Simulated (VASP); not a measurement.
A run of VASP 6.6.1:

File INCAR:

```
SYSTEM = ZnS
PREC     = Accurate       ! precision mode
ENCUT    = 520            ! plane-wave cutoff, eV
EDIFF    = 1E-7           ! SCF threshold, eV
ISMEAR   = 0              ! smearing method
SIGMA    = 0.05           ! smearing width, eV
LREAL    = .FALSE.        ! projectors in reciprocal space
LASPH    = .TRUE.         ! aspherical terms in the spheres
NELM     = 100            ! most SCF steps
ALGO     = Normal         ! electronic algorithm
ISIF     = 2              ! what is computed and relaxed
LWAVE    = .FALSE.        ! write WAVECAR
LCHARG   = .FALSE.        ! write CHGCAR
GGA      = PE             ! functional
NBANDS   = 16             ! bands
```

Contents of KPOINTS:

```
Automatic mesh
0
G
  10 10 10
  0 0 0
```

File POSCAR:

```
ZnS
1.0
    0.0000000000      2.8128360000      2.7046500000
    2.5964640000      0.0000000000      2.7046500000
    2.5964640000      2.8128360000      0.0000000000
Zn S
1 1
Direct
    0.0000000000      0.0000000000      0.0000000000
    0.7500000000      0.7500000000      0.7500000000
```

Potentials or basis: VASP PAW PBE potentials, release 64 (Zn, S).

The run is started by

```console
$ cat potpaw_PBE.64/Zn/POTCAR potpaw_PBE.64/S/POTCAR > POTCAR
$ mpirun -np 1 vasp_std > vasp.out
```

Hardware: 1 thread of Intel Xeon 8259CL, on a shared host.

**Question.** How long does it take, and how much memory?

**Answer.** Wall time 3 min on 1 thread of Intel Xeon 8259CL (shared host), peak memory 0.24 GiB. Counts: scf iterations 14, k points 171.
